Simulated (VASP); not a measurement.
Runs of VASP 6.6.1 on Au. The structure is that of space group Im-3m (No. 229), or close to it. The cells are those of the table. This isn't the form of Au at room conditions, which is fcc.

```csv
level,cell,share of exact exchange,screening parameter,gap on the mesh (eV),pressure (GPa)
r2SCANh,"a = 2.870 Å, angles 109.5°, 1 atom",0.1,-,none,(a)
r2SCAN50,"a = 2.870 Å, angles 109.5°, 1 atom",0.5,-,none,-6.2
PBEsol-based screened hybrid with 25 % exact exchange,"a = 2.808 Å, angles 109.5°, 1 atom",0.25,0.207 1/Å,none,0.1
PBE-based screened hybrid with 25 % exact exchange,"a = 2.843 Å, angles 109.5°, 1 atom",0.25,0.3 1/Å,none,0.1
```

Alike in all rows: task single point; potentials or basis VASP PAW PBE potentials, release 64 (Au); no spin polarisation; k mesh 6 × 6 × 6; cutoff (eV) 520; smearing fermi-dirac 0.05 eV.

Fill in the values left out.

(a) -5.2.

Caveats: all runs use coarse meshes; the PAW data sets were made with another functional, which shifts forces and pressure a little; spin-orbit coupling is left out, which moves the levels of the heavy elements.

A k mesh can miss the band edges, and the runs leave out spin-orbit coupling on Au.

A gap of «none» marks levels without a gap at the run's occupations.
